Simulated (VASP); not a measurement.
# Ta in VASP: a series of runs

The runs below take Ta through single point, with PBEsol.

Everything below comes from runs of VASP 6.6.1. Logs are shortened: lines on timing, memory, paths and dates and some standing lists are left out, and cuts for length are marked.

### Step 1. The cell of the first run

It takes space group Im-3m (No. 229, cubic). The conventional cell has a = 3.543 Å, b = 3.543 Å, c = 3.543 Å, α = 90.00°, β = 90.00°, γ = 90.00°. Ta (site symmetry m-3m) has 14 Ta at 3.07 to 3.54 Å within 4.0 Å.

### Step 2. Single point, PBEsol (strain +0.080 along x and y, +0.080 along z)

Contents of INCAR:

```
PREC = Accurate ; ENCUT = 520
EDIFF = 1E-7 ; ISMEAR = 0
SIGMA = 0.15 ; LREAL = False
LASPH = True ; NELM = 100
ALGO = Normal ; ISIF = 2
LWAVE = False ; LCHARG = False
GGA = PS ; NBANDS = 12
```

Contents of KPOINTS:

```
regular mesh
0
Gamma
  26 26 26
```

Contents of POSCAR:

```
Ta
1.0
   -1.7714805432      1.7714805432      1.7714805432
    1.7714805432     -1.7714805432      1.7714805432
    1.7714805432      1.7714805432     -1.7714805432
Ta
1
Direct
    0.0000000000      0.0000000000      0.0000000000
```

Potentials or basis: VASP PAW PBE potentials, release 64 (Ta_pv).

On the command line:

```sh
cat potpaw_PBE.64/Ta_pv/POTCAR > POTCAR
mpirun -np 1 vasp_std > vasp.out
```

OUTCAR:

```text
PREC = Accurate
   ENCUT = 520
   EDIFF = 1E-7
   ISMEAR = 0
   LREAL = False
   LASPH = True
   NELM = 100
   ISIF = 2
   GGA = PS

 ion  position               nearest neighbor table
   1  0.000  0.000  0.000-

  LATTYP: Found a body centered cubic cell.
 ALAT       =     3.5429610864

  Lattice vectors:

 A1 = (  -1.7714805432,   1.7714805432,   1.7714805432)
 A2 = (   1.7714805432,  -1.7714805432,   1.7714805432)
 A3 = (   1.7714805432,   1.7714805432,  -1.7714805432)

Analysis of symmetry for initial positions (statically):
=====================================================================
 Subroutine PRICEL returns:
 Original cell was already a primitive cell.

 Routine SETGRP: Setting up the symmetry group for a
 body centered cubic supercell.

 Subroutine GETGRP returns: Found 48 space group operations
 (whereof 48 operations were pure point group operations)
 out of a pool of 48 trial point group operations.

The static configuration has the point symmetry O_h .

Analysis of symmetry for dynamics (positions and initial velocities):
=====================================================================
 Subroutine PRICEL returns:
 Original cell was already a primitive cell.

 Routine SETGRP: Setting up the symmetry group for a
 body centered cubic supercell.

 Subroutine GETGRP returns: Found 48 space group operations
 (whereof 48 operations were pure point group operations)
 out of a pool of 48 trial point group operations.

The dynamic configuration has the point symmetry O_h .

 Subroutine INISYM returns: Found 48 space group operations
 (whereof 48 operations are pure point group operations),
 and found     1 'primitive' translations

----------------------------------------------------------------------------------------

                                     Primitive cell

  volume of cell :      22.2366

  direct lattice vectors                    reciprocal lattice vectors
    -1.771480543  1.771480543  1.771480543     0.000000000  0.282249784  0.282249784
     1.771480543 -1.771480543  1.771480543     0.282249784  0.000000000  0.282249784
     1.771480543  1.771480543 -1.771480543     0.282249784  0.282249784  0.000000000

  length of vectors
     3.068294305  3.068294305  3.068294305     0.399161472  0.399161472  0.399161472

  position of ions in fractional coordinates (direct lattice)
     0.000000000  0.000000000  0.000000000

  ion indices of the primitive-cell ions
   primitive index   ion index
[... 74 lines left out ...]
   LREAL  =      F    real-space projection
   EDIFFG = 0.1E-05   stopping-criterion for IOM
   NSW    =      0    number of steps for IOM
   IBRION =     -1    ionic relax: 0-MD 1-quasi-New 2-CG
   NFREE  =      0    steps in history (QN), initial steepest desc. (CG)
   ISIF   =      2    stress and relaxation
   ISYM   =      2    0-nonsym 1-usesym 2-fastsym
   POTIM  = 0.5000    time-step for ionic-motion
   TEBEG  =    0.0;   TEEND  =   0.0 temperature during run
   PSTRESS=    0.0 pullay stress
   NELECT =      11.0000    total number of electrons
   NUPDOWN=      -1.0000    fix difference up-down
   EMIN   =  10.00;   EMAX   =-10.00  energy-range for DOS
   EFERMI =   0.00;   METHOD = LEGACY
   ISMEAR =     0;   SIGMA  =   0.15  broadening in eV -4-tet -1-fermi 0-gaus
   EFERMI_NEDOS =   21; number of points for ismear=-14 and -15
   IALGO  =     38    algorithm
   IMIX   =      4    mixing-type and parameters
     AMIX     =   0.40;   BMIX     =  1.00
     AMIX_MAG =   1.60;   BMIX_MAG =  1.00
  volume/ion in A,a.u.               =      22.24       150.06
  Fermi-wavevector in a.u.,A,eV,Ry     =   1.294740  2.446704 22.808161  1.676353
  Thomas-Fermi vector in A             =   2.426304
   LORBIT       =      0    0 simple, 1 ext, 2 COOP (PROOUT), +10 PAW based schemes
   GGA     = PS    functional components
   LHFCALC =     F    Hartree Fock is set to
   AEXX    =    0.0000 exact exchange contribution
   IVDW    =     0    specifies the selected vdW correction
   LEPSILON=     F    determine dielectric tensor
   LRPA    =     F    only Hartree local field effects (RPA)
 non-spin polarized calculation
 Gauss-broadening in eV      SIGMA  =   0.15
  energy-cutoff  :      520.00
  volume of cell :       22.24
 maximum number of plane-waves:       614
   NGX = 11   NGY = 11   NGZ = 11

 number of electron      11.0000000 magnetization

 Free energy of the ion-electron system (eV)
  ---------------------------------------------------
  ext. energy  EPLUGINS =         0.00000000
  ---------------------------------------------------
  free energy    TOTEN  =       -12.03367887 eV

  energy without entropy =      -12.01487803  energy(sigma->0) =      -12.02427845

 E-fermi :   3.7653     XC(G=0): -11.6870

 val. band max:        3.7632632742   @ k =  -0.1923   0.2692   0.1154
 cond. band min:       3.7701482528   @ k =  -0.3846   0.4231   0.1538
 fundamental gap:      0.0068849787
 Fermi energy:         3.7652854384

 k-point     1 :       0.0000    0.0000    0.0000
  band No.  band energies     occupation
      1     -30.0953      2.00000
      2     -30.0953      2.00000
      3     -30.0953      2.00000
      4      -3.3315      2.00000
      5       4.4141      0.00000
      6       4.4141      0.00000
      7       4.4141      0.00000
      8       6.9825      0.00000
      9       6.9825      0.00000
     10      17.8148      0.00000
     11      17.8148      0.00000
     12      17.8148      0.00000
[... 331 lines left out ...]
 k-point    24 :       0.3846    0.0385   -0.0000
  band No.  band energies     occupation
      1     -30.6174      2.00000
      2     -30.2736      2.00000
      3     -30.0988      2.00000
      4       0.0635      2.00000
      5       2.8282      2.00000
      6       4.0125      0.01976
      7       6.8158      0.00000
      8       7.4787      0.00000
      9       8.9024      0.00000
     10      13.3988      0.00000
     11      15.3164      0.00000
     12      17.6693      0.00000

 [... further k-points ...]
[... 5 lines left out ...]
  --------------------------------------------------------------------------------------
  -------------------------------------------------------------------------------------
  Total       -4.2663392     -4.2663392     -4.2663392     -0.0000000     -0.0000000     -0.0000000
  in kB     -307.3950104   -307.3950104   -307.3950104     -0.0000000     -0.0000000     -0.0000000
  external PRESSURE =    -307.3950104 kB  Pullay stress =       0.0000000 kB

 VOLUME and BASIS-vectors are now :
 -----------------------------------------------------------------------------
  energy-cutoff  :      520.00
  volume of cell :       22.24
      direct lattice vectors                 reciprocal lattice vectors
    -1.771480543  1.771480543  1.771480543     0.000000000  0.282249784  0.282249784
     1.771480543 -1.771480543  1.771480543     0.282249784  0.000000000  0.282249784
     1.771480543  1.771480543 -1.771480543     0.282249784  0.282249784  0.000000000

 POSITION                                       TOTAL-FORCE (eV/Angst)
 -----------------------------------------------------------------------------------
      0.00000      0.00000      0.00000         0.000000     -0.000000     -0.000000
 -----------------------------------------------------------------------------------
    total drift:                                0.000000      0.000000     -0.000000

  FREE ENERGIE OF THE ION-ELECTRON SYSTEM (eV)
  ---------------------------------------------------
  free  energy   TOTEN  =       -12.0336788667 eV

  energy  without entropy=      -12.0148780349  energy(sigma->0) =      -12.02427845
```

OSZICAR:

```text
N       E                     dE             d eps       ncg     rms          rms(c)
DAV:   1     0.599891622342E+02    0.59989E+02   -0.60416E+03 12304   0.842E+02
DAV:   2    -0.116329637613E+02   -0.71622E+02   -0.69854E+02 13928   0.236E+02
DAV:   3    -0.127537494268E+02   -0.11208E+01   -0.11084E+01 14876   0.277E+01
DAV:   4    -0.127580075068E+02   -0.42581E-02   -0.42574E-02 13512   0.189E+00
DAV:   5    -0.127580309134E+02   -0.23407E-04   -0.23407E-04 15000   0.131E-01    0.961E+00
DAV:   6    -0.121739012092E+02    0.58413E+00   -0.49792E-01 14092   0.718E+00    0.401E+00
DAV:   7    -0.120348024202E+02    0.13910E+00   -0.32652E-01 14632   0.524E+00    0.417E-01
DAV:   8    -0.120337617169E+02    0.10407E-02   -0.12957E-02 14128   0.821E-01    0.131E-01
DAV:   9    -0.120336822989E+02    0.79418E-04   -0.23062E-04 14156   0.140E-01    0.221E-02
DAV:  10    -0.120336786567E+02    0.36422E-05   -0.56630E-06 14040   0.211E-02    0.198E-03
DAV:  11    -0.120336789129E+02   -0.25618E-06   -0.16393E-07 13420   0.427E-03    0.527E-04
DAV:  12    -0.120336788667E+02    0.46189E-07   -0.39304E-09  8636   0.704E-04
   1 F= -.12033679E+02 E0= -.12024278E+02  d E =-.188008E-01
```

stdout:

```text
POSCAR found type information on POSCAR Ta
 POSCAR found :  1 types and       1 ions
 scaLAPACK will be used
 -----------------------------------------------------------------------------
|                                                                             |
|                                                                             |
|     You enforced a specific xc type in the INCAR file but a different       |
|     I HOPE YOU KNOW WHAT YOU ARE DOING!                                     |
|                                                                             |
 -----------------------------------------------------------------------------

 LDA part: xc-table for (Slater+PW92), standard interpolation
 POSCAR, INCAR and KPOINTS ok, starting setup
 FFT: planning ... GRIDC
 FFT: planning ... GRID_SOFT
 FFT: planning ... GRID
 WAVECAR not read
 entering main loop
```

It took 50 s on 1 thread of Intel Xeon Platinum 8375C at 2.90GHz (Ice Lake), shared host; peak memory 0.25 GiB.

Results:

| Item | Value |
| --- | --- |
| Free energy | -12.0337 eV |
| Pressure | -30.7 GPa |
| Band gap on the k mesh | zero (an odd number of electrons rules out a gap without spin polarisation) |

Levels at points of the mesh, in eV from the Fermi level:
```
           k point  band 4  band 5  band 6  band 7  band 8  band 9
(0.00, 0.00, 0.00)   -7.10    0.65    0.65    0.65    3.22    3.22
(0.50, 0.00, 0.00)   -3.57   -1.07    0.89    3.01    3.80    5.90
(0.50, 0.50, 0.50)   -2.75   -2.75    5.22    5.22    5.22    6.97
```

Caveat: the cell differs from its parent crystal (strain +0.080 along x and y, +0.080 along z); the cell stands under tension; the PAW data sets were made with another functional, which shifts forces and pressure a little; spin-orbit coupling is left out, which moves the levels of the heavy elements.

[end of part 1 of 2]
